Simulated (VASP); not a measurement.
A run of VASP 6.6.1 is set up as follows.

The input INCAR:

```
PREC = Accurate
ENCUT = 520
EDIFF = 1E-7
ISMEAR = 0
SIGMA = 0.1
LREAL = F
LASPH = T
NELM = 80
ALGO = Normal
ISIF = 2
LWAVE = F
LCHARG = F
GGA = PS
NBANDS = 15
```

Contents of KPOINTS:

```
regular mesh
0
Gamma
  16 16 16
```

The input POSCAR:

```
TiC
1.0
    0.0000000000      2.1679334883      2.1679334883
    2.1679334883      0.0000000000      2.1679334883
    2.1679334883      2.1679334883      0.0000000000
Ti C
1 1
Direct
    0.0000000000      0.0000000000      0.0000000000
    0.5000000000      0.5000000000      0.5000000000
```

Potentials or basis: VASP PAW PBE potentials, release 64 (Ti_sv, C).

Launch:

```bash
$ cat potpaw_PBE.64/Ti_sv/POTCAR potpaw_PBE.64/C/POTCAR > POTCAR
$ mpirun -np 1 vasp_std > vasp.out
```

Task: What does it give for the pressure?

Result: -7.2 GPa.

Task: Estimate the band gap on the k mesh.

Result: Zero (band 8 reaches 9.93 eV, above the bottom of band 9 at 8.86 eV).

Caveat: the PAW data sets were made with another functional, which shifts forces and pressure a little.
